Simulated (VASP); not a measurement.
Here is a VASP 6.6.1 calculation.

Contents of INCAR:

```
SYSTEM = ScB2
PREC = Accurate
ENCUT = 520
EDIFF = 1E-8
ISMEAR = -1
SIGMA = 0.03
LREAL = .FALSE.
LASPH = .TRUE.
NELM = 80
ALGO = Normal
ISIF = 2
LWAVE = .FALSE.
LCHARG = .FALSE.
GGA = PS
LEFG = .TRUE.
NBANDS = 16
```

File KPOINTS:

```
regular mesh
0
G
  12 12 9
  0 0 0
```

POSCAR

```
ScB2
1.0
    3.1499999905      0.0000000000      0.0000000000
   -1.5749999953      2.7279800137      0.0000000000
    0.0000000000      0.0000000000      3.5552000000
Sc B
1 2
Direct
    0.0000000000      0.0000000000      0.0000000000
    0.3333333333      0.6666666667      0.5000000000
    0.6666666667      0.3333333333      0.5000000000
```

Potentials or basis: VASP PAW PBE potentials, release 64 (Sc_sv, B).

Run with:

```bash
$ cat potpaw_PBE.64/Sc_sv/POTCAR potpaw_PBE.64/B/POTCAR > POTCAR
$ mpirun -np 1 vasp_std > vasp.out
```

Q: Predict the pressure.

A: -5.9 GPa.

Electric field gradients, principal values (V/Å²):
```
atom   least  middle  greatest (by size)
1 Sc  -6.243  -6.246              12.489
 2 B  -3.738  -3.738               7.475
 3 B  -3.738  -3.738               7.475
```

Caveat: the cell differs from its parent crystal (zz strain of +1 %); without QUAD_EFG the Cq values of the log hold for a quadrupole moment of 1 mb, not for the nuclei; the PAW data sets were made with another functional, which shifts forces and pressure a little.
